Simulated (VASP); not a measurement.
# Cd2BiO2 (P6mm) in VASP: notebook, part 2 of 2

VASP 6.6.1. Earlier steps stand in the parts before.

## Step 3: Single point, PBE

This run uses another cell than the first one, of 28.00 Å³/atom.

INCAR

```
SYSTEM = Cd2BiO2
  ALGO = Normal
  EDIFF = 1E-6
  ENCUT = 520
  GGA = PE
  ISIF = 2
  ISMEAR = 0
  LASPH = .True.
  LCHARG = .False.
  LREAL = .False.
  LWAVE = .False.
  NBANDS = 34
  NELM = 100
  PREC = Accurate
  SIGMA = 0.1
```

KPOINTS

```
k-points
0
Gamma
  6 6 2
  0 0 0
```

POSCAR

```
Cd2BiO2
1.0
    4.4887441774      0.0000000000      0.0000000000
   -2.2443720887      3.8873664887      0.0000000000
    0.0000000000      0.0000000000      8.0244111178
Cd Bi O
2 1 2
Direct
    0.3333333333      0.6666666667      0.6718701800
    0.6666666667      0.3333333333      0.6718701800
    0.0000000000      0.0000000000      0.2670375811
    0.0000000000      0.0000000000      0.6525919978
    0.0000000000      0.0000000000      0.0222834610
```

Potentials or basis: VASP PAW PBE potentials, release 64 (Cd, Bi_d, O).

Launch:

```bash
$ cat potpaw_PBE.64/Cd/POTCAR potpaw_PBE.64/Bi_d/POTCAR potpaw_PBE.64/O/POTCAR > POTCAR
$ mpirun -np 1 vasp_std > vasp.out
```

OUTCAR:

```text
SYSTEM = Cd2BiO2
   EDIFF = 1E-6
   ENCUT = 520
   GGA = PE
   ISIF = 2
   ISMEAR = 0
   LASPH = .True.
   LREAL = .False.
   NELM = 100
   PREC = Accurate

 ion  position               nearest neighbor table
   1  0.333  0.667  0.672-   2 2.59   2 2.59   2 2.59   4 2.60   4 2.60   4 2.60
   2  0.667  0.333  0.672-   1 2.59   1 2.59   1 2.59   4 2.60   4 2.60   4 2.60
   3  0.000  0.000  0.267-   5 1.96
   4  0.000  0.000  0.653-   1 2.60   2 2.60   1 2.60   2 2.60   2 2.60   1 2.60
   5  0.000  0.000  0.022-   3 1.96

  LATTYP: Found a hexagonal cell.
 ALAT       =     4.4887441774
 C/A-ratio  =     1.7876739686

  Lattice vectors:

 A1 = (   4.4887441774,   0.0000000000,   0.0000000000)
 A2 = (  -2.2443720887,   3.8873664887,   0.0000000000)
 A3 = (   0.0000000000,   0.0000000000,   8.0244111178)

Analysis of symmetry for initial positions (statically):
=====================================================================
 Subroutine PRICEL returns:
 Original cell was already a primitive cell.

 Routine SETGRP: Setting up the symmetry group for a
 hexagonal supercell.

 Subroutine GETGRP returns: Found 12 space group operations
 (whereof 12 operations were pure point group operations)
 out of a pool of 24 trial point group operations.

The static configuration has the point symmetry C_6v.

Analysis of symmetry for dynamics (positions and initial velocities):
=====================================================================
 Subroutine PRICEL returns:
 Original cell was already a primitive cell.

 Routine SETGRP: Setting up the symmetry group for a
 hexagonal supercell.

 Subroutine GETGRP returns: Found 12 space group operations
 (whereof 12 operations were pure point group operations)
 out of a pool of 24 trial point group operations.

The dynamic configuration has the point symmetry C_6v.

 Subroutine INISYM returns: Found 12 space group operations
 (whereof 12 operations are pure point group operations),
 and found     1 'primitive' translations

----------------------------------------------------------------------------------------

                                     Primitive cell

  volume of cell :     140.0211

  direct lattice vectors                    reciprocal lattice vectors
     4.488744177  0.000000000  0.000000000     0.222779459  0.128621781  0.000000000
    -2.244372089  3.887366489  0.000000000     0.000000000  0.257243561  0.000000000
     0.000000000  0.000000000  8.024411118     0.000000000  0.000000000  0.124619737

  length of vectors
     4.488744177  4.488744177  8.024411118     0.257243561  0.257243561  0.124619737

  position of ions in fractional coordinates (direct lattice)
     0.333333333  0.666666667  0.671870180
     0.666666667  0.333333333  0.671870180
     0.000000000  0.000000000  0.267037581
     0.000000000  0.000000000  0.652591998
     0.000000000  0.000000000  0.022283461

  ion indices of the primitive-cell ions
   primitive index   ion index
                 1           1
                 2           2
                 3           3
                 4           4
[... 30 lines left out ...]
  0.000000  0.000000  0.000000      1.000000
  0.166667  0.000000  0.000000      6.000000
  0.333333  0.000000  0.000000      6.000000
  0.500000  0.000000  0.000000      3.000000
  0.166667  0.166667  0.000000      6.000000
  0.333333  0.166667  0.000000     12.000000
  0.333333  0.333333  0.000000      2.000000
  0.000000  0.000000  0.500000      1.000000
  0.166667  0.000000  0.500000      6.000000
  0.333333  0.000000  0.500000      6.000000
  0.500000  0.000000  0.500000      3.000000
  0.166667  0.166667  0.500000      6.000000
  0.333333  0.166667  0.500000     12.000000
  0.333333  0.333333  0.500000      2.000000
   k-points           NKPTS =     14   k-points in BZ     NKDIM =     14   number of bands    NBANDS=     34
   number of dos      NEDOS =    301   number of ions     NIONS =      5
   total plane-waves  NPLWV =  77760
   dimension x,y,z NGX =    36 NGY =   36 NGZ =   60
   dimension x,y,z NGXF=    72 NGYF=   72 NGZF=  120
   ions per type =               2   1   2
   NGX,Y,Z   is equivalent  to a cutoff of  13.33, 13.33, 12.43 a.u.
   NGXF,Y,Z  is equivalent  to a cutoff of  26.67, 26.67, 24.86 a.u.
 SYSTEM =  Cd2BiO2
   PREC   = accura    normal or accurate (medium, high low for compatibility)
   ISTART =      0    job   : 0-new  1-cont  2-samecut
   ICHARG =      2    charge: 1-file 2-atom 10-const
   ISPIN  =      1    spin polarized calculation?
   LNONCOLLINEAR =      F non collinear calculations
   LSORBIT =      F    spin-orbit coupling
   LASPH  =      T    aspherical Exc in radial PAW
   ENCUT  =  520.0 eV  38.22 Ry    6.18 a.u.   8.35  8.35 14.92*2*pi/ulx,y,z
   NELM   =    100;   NELMIN=  2; NELMDL= -5     # of ELM steps
   EDIFF  = 0.1E-05   stopping-criterion for ELM
   LREAL  =      F    real-space projection
   EDIFFG = 0.1E-04   stopping-criterion for IOM
   NSW    =      0    number of steps for IOM
   IBRION =     -1    ionic relax: 0-MD 1-quasi-New 2-CG
   NFREE  =      0    steps in history (QN), initial steepest desc. (CG)
   ISIF   =      2    stress and relaxation
   ISYM   =      2    0-nonsym 1-usesym 2-fastsym
   POTIM  = 0.5000    time-step for ionic-motion
   TEBEG  =    0.0;   TEEND  =   0.0 temperature during run
   PSTRESS=    0.0 pullay stress
   NELECT =      51.0000    total number of electrons
   NUPDOWN=      -1.0000    fix difference up-down
   EMIN   =  10.00;   EMAX   =-10.00  energy-range for DOS
   EFERMI =   0.00;   METHOD = LEGACY
   ISMEAR =     0;   SIGMA  =   0.10  broadening in eV -4-tet -1-fermi 0-gaus
   EFERMI_NEDOS =   21; number of points for ismear=-14 and -15
   IALGO  =     38    algorithm
   IMIX   =      4    mixing-type and parameters
     AMIX     =   0.40;   BMIX     =  1.00
     AMIX_MAG =   1.60;   BMIX_MAG =  1.00
  volume/ion in A,a.u.               =      28.00       188.98
  Fermi-wavevector in a.u.,A,eV,Ry     =   1.169141  2.209357 18.597691  1.366892
  Thomas-Fermi vector in A             =   2.305618
   LORBIT       =      0    0 simple, 1 ext, 2 COOP (PROOUT), +10 PAW based schemes
   GGA     = PE    functional components
   LHFCALC =     F    Hartree Fock is set to
   AEXX    =    0.0000 exact exchange contribution
   IVDW    =     0    specifies the selected vdW correction
   LEPSILON=     F    determine dielectric tensor
   LRPA    =     F    only Hartree local field effects (RPA)
 non-spin polarized calculation
 Gauss-broadening in eV      SIGMA  =   0.10
  energy-cutoff  :      520.00
  volume of cell :      140.02
 maximum number of plane-waves:      3810
 NGX is ok and might be reduce to    36
   NGX = 17   NGY = 17   NGZ = 29

 number of electron      51.0000004 magnetization

 Free energy of the ion-electron system (eV)
  ---------------------------------------------------
  ext. energy  EPLUGINS =         0.00000000
  ---------------------------------------------------
  free energy    TOTEN  =       -14.60687153 eV

  energy without entropy =      -14.58133754  energy(sigma->0) =      -14.59410454

 E-fermi :   0.8255     XC(G=0):  -8.2681

 val. band max:        0.8151183104   @ k =   0.3333   0.0000   0.5000
 cond. band min:       0.9177905630   @ k =   0.1667   0.1667   0.0000
 fundamental gap:      0.1026722526
 Fermi energy:         0.8254746237

 k-point     1 :       0.0000    0.0000    0.0000
  band No.  band energies     occupation
      1     -22.0905      2.00000
      2     -22.0092      2.00000
      3     -22.0092      2.00000
      4     -21.7819      2.00000
      5     -21.7819      2.00000
      6     -16.0410      2.00000
[... 507 lines left out ...]
     33       8.6776      0.00000
     34       8.6776      0.00000

------------------------ aborting loop because EDIFF is reached ----------------------------------------

  FORCE on cell =-STRESS in cart. coord.  units (eV):
  Direction    XX          YY          ZZ          XY          YZ          ZX
  --------------------------------------------------------------------------------------
  -------------------------------------------------------------------------------------
  Total        0.2540715      0.2540715      0.1923209      0.0000000      0.0000000      0.0000000
  in kB        2.9071877      2.9071877      2.2006124      0.0000000      0.0000000      0.0000000
  external PRESSURE =       2.6716626 kB  Pullay stress =       0.0000000 kB

 VOLUME and BASIS-vectors are now :
 -----------------------------------------------------------------------------
  energy-cutoff  :      520.00
  volume of cell :      140.02
      direct lattice vectors                 reciprocal lattice vectors
     4.488744177  0.000000000  0.000000000     0.222779459  0.128621781  0.000000000
    -2.244372089  3.887366489  0.000000000     0.000000000  0.257243561  0.000000000
     0.000000000  0.000000000  8.024411118     0.000000000  0.000000000  0.124619737

 POSITION                                       TOTAL-FORCE (eV/Angst)
 -----------------------------------------------------------------------------------
     -0.00000      2.59158      5.39136         0.000000     -0.000000      0.002749
      2.24437      1.29579      5.39136        -0.000000      0.000000      0.002749
      0.00000      0.00000      2.14282         0.000000      0.000000      0.108797
      0.00000      0.00000      5.23667         0.000000     -0.000000     -0.005812
      0.00000      0.00000      0.17881        -0.000000      0.000000     -0.108484
 -----------------------------------------------------------------------------------
    total drift:                                0.000000      0.000000      0.002047

  FREE ENERGIE OF THE ION-ELECTRON SYSTEM (eV)
  ---------------------------------------------------
  free  energy   TOTEN  =       -14.6068715318 eV

  energy  without entropy=      -14.5813375404  energy(sigma->0) =      -14.59410454
```

stdout:

```text
POSCAR found type information on POSCAR CdBiO
 POSCAR found :  3 types and       5 ions
 scaLAPACK will be used
 LDA part: xc-table for (Slater+PW92), standard interpolation
 POSCAR, INCAR and KPOINTS ok, starting setup
 FFT: planning ... GRIDC
 FFT: planning ... GRID_SOFT
 FFT: planning ... GRID
 WAVECAR not read
 entering main loop
```

It took 95 s on 1 thread of Oxide Virtual Turin-like, shared host; peak memory 0.26 GiB.

Results:

* Free energy: -14.6069 eV
* Pressure: 0.3 GPa
* Largest force: 0.109 eV/Å
* Band gap on the k mesh: zero (an odd number of electrons rules out a gap without spin polarisation)

Forces on the atoms (eV/Å):
```
Cd   0.000  0.000  0.003
Cd   0.000  0.000  0.003
Bi   0.000  0.000  0.109
O    0.000  0.000 -0.006
O    0.000  0.000 -0.108
```

Caveat: the k points lie up to 0.39 Å⁻¹ apart, too coarse for converged energies and pressures of a metal; spin-orbit coupling is left out, which moves the levels of the heavy elements.

## Step 4: Single point, PBE

This run uses another cell than the first one, of 27.74 Å³/atom.

INCAR

```
  PREC = Accurate
  ENCUT = 520
  EDIFF = 1E-7
  ISMEAR = 0
  SIGMA = 0.1
  LREAL = False
  LASPH = True
  NELM = 80
  ALGO = Fast
  ISIF = 2
  LWAVE = False
  LCHARG = False
  GGA = PE
  NBANDS = 34
```

KPOINTS

```
Automatic mesh
0
Gamma
  12 12 6
```

POSCAR

```
Cd2BiO2
1.0
    4.4732788385      0.0000000000      0.0000000000
   -2.2366394193      3.8739731124      0.0000000000
    0.0000000000      0.0000000000      8.0029849945
Cd Bi O
2 1 2
Direct
    0.3333333333      0.6666666667      0.6752317895
    0.6666666667      0.3333333333      0.6752317895
    0.0000000000      0.0000000000      0.2638397959
    0.0000000000      0.0000000000      0.6531225570
    0.0000000000      0.0000000000      0.0182274680
```

Potentials or basis: VASP PAW PBE potentials, release 64 (Cd, Bi_d, O).

Launch:

```bash
$ cat potpaw_PBE.64/Cd/POTCAR potpaw_PBE.64/Bi_d/POTCAR potpaw_PBE.64/O/POTCAR > POTCAR
$ mpirun -np 1 vasp_std > vasp.out
```

OUTCAR:

```text
PREC = Accurate
   ENCUT = 520
   EDIFF = 1E-7
   ISMEAR = 0
   LREAL = False
   LASPH = True
   NELM = 80
   ISIF = 2
   GGA = PE

 ion  position               nearest neighbor table
   1  0.333  0.667  0.675-   2 2.58   2 2.58   2 2.58   4 2.59   4 2.59   4 2.59
   2  0.667  0.333  0.675-   1 2.58   1 2.58   1 2.58   4 2.59   4 2.59   4 2.59
   3  0.000  0.000  0.264-   5 1.97
   4  0.000  0.000  0.653-   1 2.59   2 2.59   2 2.59   1 2.59   2 2.59   1 2.59
   5  0.000  0.000  0.018-   3 1.97

  LATTYP: Found a hexagonal cell.
[... 1093 lines left out ...]
  -------------------------------------------------------------------------------------
  Total        0.3285939      0.3285939      0.1674578     -0.0000000      0.0000000      0.0000000
  in kB        3.7960811      3.7960811      1.9345563     -0.0000000      0.0000000      0.0000000
  external PRESSURE =       3.1755728 kB  Pullay stress =       0.0000000 kB

 VOLUME and BASIS-vectors are now :
 -----------------------------------------------------------------------------
  energy-cutoff  :      520.00
  volume of cell :      138.69
      direct lattice vectors                 reciprocal lattice vectors
     4.473278838  0.000000000  0.000000000     0.223549668  0.129066461  0.000000000
    -2.236639419  3.873973112  0.000000000     0.000000000  0.258132922  0.000000000
     0.000000000  0.000000000  8.002984995     0.000000000  0.000000000  0.124953377

 POSITION                                       TOTAL-FORCE (eV/Angst)
 -----------------------------------------------------------------------------------
     -0.00000      2.58265      5.40387        -0.000000      0.000000      0.004041
      2.23664      1.29132      5.40387         0.000000     -0.000000      0.004041
      0.00000      0.00000      2.11151        -0.000000     -0.000000      0.112896
      0.00000      0.00000      5.22693        -0.000000     -0.000000     -0.007161
      0.00000      0.00000      0.14587        -0.000000      0.000000     -0.113817
 -----------------------------------------------------------------------------------
    total drift:                               -0.000000     -0.000000      0.000447

  FREE ENERGIE OF THE ION-ELECTRON SYSTEM (eV)
  ---------------------------------------------------
  free  energy   TOTEN  =       -14.6354549383 eV

  energy  without entropy=      -14.6250744519  energy(sigma->0) =      -14.63026470
```

OSZICAR:

```text
N       E                     dE             d eps       ncg     rms          rms(c)
DAV:   1     0.470907263565E+03    0.47091E+03   -0.24890E+04  5168   0.148E+03
DAV:   2     0.273246400390E+02   -0.44358E+03   -0.42445E+03  5554   0.408E+02
DAV:   3    -0.194621477401E+02   -0.46787E+02   -0.45601E+02  6084   0.136E+02
DAV:   4    -0.210557385274E+02   -0.15936E+01   -0.15865E+01  5614   0.263E+01
DAV:   5    -0.210999658223E+02   -0.44227E-01   -0.44208E-01  6740   0.435E+00    0.145E+01
RMM:   6    -0.167887361275E+02    0.43112E+01   -0.19292E+01  5873   0.171E+01    0.137E+01
RMM:   7    -0.149100019896E+02    0.18787E+01   -0.33387E+00  6081   0.962E+00    0.452E+00
RMM:   8    -0.147120431822E+02    0.19796E+00   -0.57256E-01  6468   0.424E+00    0.301E+00
RMM:   9    -0.146507504667E+02    0.61293E-01   -0.34369E-01  6227   0.325E+00    0.116E+00
RMM:  10    -0.146363046724E+02    0.14446E-01   -0.90348E-02  6507   0.180E+00    0.395E-01
RMM:  11    -0.146352775500E+02    0.10271E-02   -0.15893E-02  6623   0.836E-01    0.214E-01
RMM:  12    -0.146353654754E+02   -0.87925E-04   -0.47864E-03  6707   0.343E-01    0.506E-02
RMM:  13    -0.146354531993E+02   -0.87724E-04   -0.11098E-03  7218   0.148E-01    0.287E-02
RMM:  14    -0.146354532525E+02   -0.53160E-07   -0.10542E-04  7499   0.538E-02    0.109E-02
RMM:  15    -0.146354568609E+02   -0.36084E-05   -0.21263E-05  6905   0.277E-02    0.127E-02
RMM:  16    -0.146354542450E+02    0.26158E-05   -0.87437E-06  7365   0.154E-02    0.272E-03
RMM:  17    -0.146354548634E+02   -0.61832E-06   -0.18814E-06  6147   0.737E-03    0.139E-03
RMM:  18    -0.146354549383E+02   -0.74921E-07   -0.38792E-07  4674   0.360E-03
   1 F= -.14635455E+02 E0= -.14630265E+02  d E =-.103805E-01
```

Wall time 14 min (1 thread of Oxide Virtual Turin-like, shared host); peak memory 0.46 GiB.

What came out:

* Free energy: -14.6355 eV
* Pressure: 0.3 GPa
* Largest force: 0.114 eV/Å
* Band gap on the k mesh: zero (an odd number of electrons rules out a gap without spin polarisation)

Forces on the atoms (eV/Å):
```
Cd   0.000  0.000  0.004
Cd   0.000  0.000  0.004
Bi   0.000  0.000  0.113
O    0.000  0.000 -0.007
O    0.000  0.000 -0.114
```

Levels at points of the mesh, in eV from the Fermi level:
```
           k point  band 21  band 22  band 23  band 24  band 25  band 26  band 27  band 28  band 29  band 30
(0.00, 0.00, 0.00)    -2.17    -2.17    -2.04    -1.77    -1.77     1.64     2.04     2.04     3.84     4.08
(0.50, 0.00, 0.00)    -2.63    -2.61    -1.94    -1.81    -0.72    -0.67     0.89     1.33     3.24     4.05
(0.00, 0.00, 0.50)    -2.12    -2.12    -1.82    -1.82    -1.16     2.05     2.05     2.09     3.26     4.09
(0.50, 0.00, 0.50)    -3.05    -2.81    -1.97    -1.18    -0.82    -0.46     1.00     1.34     3.15     4.06
```

Caveat: spin-orbit coupling is left out, which moves the levels of the heavy elements.

## Step 5: Summary

```csv
cell,k mesh,gap on the mesh (eV),pressure (GPa),largest force (eV/Å)
"a = 4.030, b = 4.030, c = 8.154 Å, angles 90.0, 90.0, 120.0°, 5 atoms, atomic positions A",6 × 6 × 2,none,31.1,6.68
"a = 4.489, b = 4.489, c = 8.024 Å, angles 90.0, 90.0, 120.0°, 5 atoms, atomic positions B",6 × 6 × 2,none,0.3,0.11
"a = 4.473, b = 4.473, c = 8.003 Å, angles 90.0, 90.0, 120.0°, 5 atoms, atomic positions C",12 × 12 × 6,none,0.3,0.11
```

Alike in all rows: task single point; level PBE; potentials or basis VASP PAW PBE potentials, release 64 (Cd, Bi_d, O); no spin polarisation; cutoff (eV) 520; smearing gaussian 0.1 eV.

Caveats: some runs use coarse meshes; spin-orbit coupling is left out, which moves the levels of the heavy elements; forces of over 1 eV/Å act on the atoms, so gaps and moduli don't describe the material at rest (at least some runs).

Absolute energies hang on the potentials; compare differences alone.

The gap in the log of VASP goes by the Fermi energy; the results here count the filled bands.